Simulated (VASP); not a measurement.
Here is a VASP 6.6.1 calculation.

Contents of INCAR:

```
SYSTEM = Ag
PREC = Accurate
ENCUT = 520
EDIFF = 1E-6
ISMEAR = 0
SIGMA = 0.1
LREAL = .False.
LASPH = .True.
NELM = 100
ALGO = Normal
ISIF = 2
LWAVE = .False.
LCHARG = .False.
GGA = PE
NBANDS = 18
```

Contents of KPOINTS:

```
Automatic mesh
0
Gamma
  22 22 22
  0 0 0
```

POSCAR

```
Ag
1.0
    0.0000000000      2.4573272200      5.2578560272
    1.4562483797      0.0000000000      5.2578560272
    1.4562483797      2.4573272200      0.0000000000
Ag
2
Direct
    0.8679736277      0.8679736277      0.1320263723
    0.1320263723      0.1320263723      0.8679736277
```

Potentials or basis: VASP PAW PBE potentials, release 64 (Ag).

Command:

```sh
$ cat potpaw_PBE.64/Ag/POTCAR > POTCAR
$ mpirun -np 1 vasp_std > vasp.out
```

Problem. Predict the pressure.

Solution. -0.1 GPa.

Problem. Predict the band gap on the k mesh.

Solution. Zero (band 11 reaches 11.47 eV, above the bottom of band 12 at 4.24 eV).

Forces in eV/Å, atoms in the order of the input:
```
Ag   0.000  0.000 -0.002
Ag   0.000  0.000  0.002
```
